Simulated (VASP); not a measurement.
## ScAl3N4: relaxation of cell and atoms with PBE

ScAl3N4:

```xyz
8
Lattice="-3.2266 0.0000 0.0000 0.0000 5.6297 0.0002 1.6133 -2.8151 -5.0941" Properties=species:S:1:pos:R:3 pbc="T T T"
Sc    0.0000    1.8591   -0.0492
Al   -1.6133    4.7090   -0.0031
Al   -1.6133    0.9198   -2.5810
Al    0.0000    3.7757   -2.5027
N    -1.6133   -0.9539   -3.0568
N     0.0000    1.8960   -3.1224
N    -1.6133    0.8230   -0.6916
N     0.0000    3.8599   -0.5847
```

```
Program                : VASP 6.6.1
Task                   : relaxation of cell and atoms
Functional             : PBE
Potentials or basis    : VASP PAW PBE potentials, release 64 (Sc_sv, Al, N)
Cutoff                 : 600 eV
k mesh                 : 8 × 8 × 8
Occupations            : gaussian, width 0.02 eV
Spin                   : no spin polarisation
Dipole correction      : no
Further INCAR settings : ALGO = Normal; EDIFF = 1e-07; IBRION = 2; EDIFFG = -0.002; NSW = 100; ISIF = 3
```

```json
{
  "Relaxed volume": "11.57 Å³/atom",
  "Relaxed cell": "a = 3.225 Å, b = 5.629 Å, c = 6.044 Å, α = 117.75°, β = 105.47°, γ = 90.00°",
  "Space group after relaxing (to 0.1 Å)": "Cm (No. 8)",
  "Energy gained by relaxing": "0.0 meV/atom",
  "Ionic steps": "14",
  "Pressure after relaxing": "0.0 GPa",
  "Band gap on the k mesh": "3.59 eV (least direct gap 3.71 eV)"
}
```

The path:
```
step  energy change (eV)  largest force (eV/Å)  pressure (GPa)  volume (Å³)
   1              0.0000                0.0759            0.08        92.53
   2             -0.0003                0.0249           -0.08        92.61
   3             -0.0003                0.0126           -0.05        92.60
   4             -0.0003                0.0062            0.03        92.56
   5             -0.0003                0.0074            0.04        92.55
   6             -0.0003                0.0055            0.01        92.57
   7             -0.0003                0.0063           -0.01        92.58
   8             -0.0003                0.0060            0.00        92.58
   9             -0.0003                0.0045            0.00        92.58
  10             -0.0003                0.0038            0.00        92.58
  11             -0.0003                0.0028            0.00        92.58
  12             -0.0003                0.0033            0.01        92.57
  13             -0.0003                0.0032            0.01        92.57
  14             -0.0003                0.0012            0.00        92.58
```

Final structure:
```
CELL_PARAMETERS angstrom
-3.22505 0.00000 0.00000
0.00000 5.62871 0.00021
1.61252 -2.81454 -5.10011
ATOMIC_POSITIONS crystal
Sc 0.00465 0.33484 0.00930
Al 0.50027 0.83679 0.00054
Al 0.75334 0.41676 0.50669
Al 0.24553 0.91622 0.49107
N 0.79985 0.13037 0.59969
N 0.30666 0.64349 0.61332
N 0.56817 0.21400 0.13635
N 0.05752 0.74354 0.11504
```

Levels at points of the mesh, in eV from the valence-band top:
| k point | band 18 | band 19 | band 20 | band 21 | band 22 | band 23 |
| --- | --- | --- | --- | --- | --- | --- |
| (0.00, 0.00, 0.00) | -0.46 | -0.37 | -0.12 | 3.59 | 4.47 | 4.84 |
| (0.50, 0.00, 0.00) | -0.87 | -0.35 | -0.20 | 4.37 | 4.68 | 5.04 |
| (0.00, 0.50, 0.00) | -0.63 | -0.33 | -0.24 | 4.54 | 5.39 | 5.59 |
| (0.50, 0.50, 0.00) | -0.90 | -0.24 | -0.01 | 4.23 | 4.44 | 4.92 |
| (0.00, 0.00, 0.50) | -0.66 | -0.43 | -0.34 | 4.38 | 4.63 | 5.44 |
| (0.00, 0.50, 0.50) | -0.87 | -0.11 | -0.02 | 4.69 | 5.12 | 5.53 |

Wall time 61 min on 1 thread of Oxide Virtual Turin-like Processor (shared host), peak memory 0.51 GiB.

A k mesh can miss the band edges.
